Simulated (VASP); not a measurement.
ZnSe, 8 atoms in the cell. It takes space group F-43m (No. 216, cubic). The conventional cell has a = 5.668 Å, b = 5.668 Å, c = 5.668 Å, α = 90.00°, β = 90.00°, γ = 90.00°. Zn (site symmetry -43m) has 4 Se at 2.45 Å within 3.2 Å. Se (site symmetry -43m) has 4 Zn at 2.45 Å within 3.2 Å. 

* Program: VASP 6.6.1
* Task: single point
* Functional: r2SCAN
* Potentials or basis: VASP PAW PBE potentials, release 64 (Zn, Se)
* Cutoff: 520 eV
* k mesh: 6 × 6 × 6
* Occupations: gaussian, width 0.05 eV
* Spin: no spin polarisation
* Dipole correction: no
* Further INCAR settings: ALGO = Normal; EDIFF = 1e-07; NBANDS = 46

Potentials or basis: VASP PAW PBE potentials, release 64 (Zn, Se).

Command:

```console
$ cat potpaw_PBE.64/Zn/POTCAR potpaw_PBE.64/Se/POTCAR > POTCAR
$ cp INCAR.step1 INCAR
$ mpirun -np 1 vasp_std > vasp.out
$ cp INCAR.step2 INCAR
$ mpirun -np 1 vasp_std > vasp.out
```

Hardware: 1 thread of AMD EPYC 7R43 64-Core Processor (Zen 3), on a shared host.

Q: How long does it take, and how much memory?

A: Wall time 19 min on 1 thread of AMD EPYC 7R43 64-Core Processor (Zen 3), on a shared host, peak memory 0.31 GiB. Counts: k points 20.
